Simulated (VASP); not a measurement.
Runs of VASP 6.6.1 on In. The structure is that of space group P6_3/mmc (No. 194), or close to it. The cells are those of the table. This isn't the form of In at room conditions, which is tetragonal.

```tsv
level	cell	k mesh	gap on the mesh (eV)	pressure (GPa)
PBE	a = 3.462, b = 3.462, c = 5.801 Å, angles 90.0, 90.0, 120.0°, 2 atoms	12 × 12 × 6	none	-2.4
PBE	a = 3.545, b = 3.545, c = 5.524 Å, angles 90.0, 90.0, 120.0°, 2 atoms	15 × 15 × 8	none	-2.2
PBE	a = 3.432, b = 3.432, c = 5.834 Å, angles 90.0, 90.0, 120.0°, 2 atoms	15 × 15 × 8	none	(a)
PBE	a = 3.196, b = 3.196, c = 5.444 Å, angles 90.0, 90.0, 120.0°, 2 atoms	15 × 15 × 8	none	6.8
r2SCAN	a = 3.207, b = 3.207, c = 5.297 Å, angles 90.0, 90.0, 120.0°, 2 atoms	15 × 15 × 8	none	6.4
PBE	a = 3.213, b = 3.213, c = 5.390 Å, angles 90.0, 90.0, 120.0°, 2 atoms	15 × 15 × 8	none	6.7
PBE	a = 3.188, b = 3.188, c = 5.596 Å, angles 90.0, 90.0, 120.0°, 2 atoms	15 × 15 × 8	none	(b)
```

Alike in all rows: task single point; potentials or basis VASP PAW PBE potentials, release 64 (In_d); no spin polarisation; cutoff (eV) 520; smearing gaussian 0.1 eV.

Q: Estimate the missing entries.

A: (a) -2.0; (b) 5.4.

Caveats: spin-orbit coupling is left out, which moves the levels of the heavy elements; the cell stands under pressure (at least some runs); the PAW data sets were made with another functional, which shifts forces and pressure a little (at least some runs).

A k mesh can miss the band edges, and the runs leave out spin-orbit coupling on In.

A gap of «none» marks levels without a gap at the run's occupations.
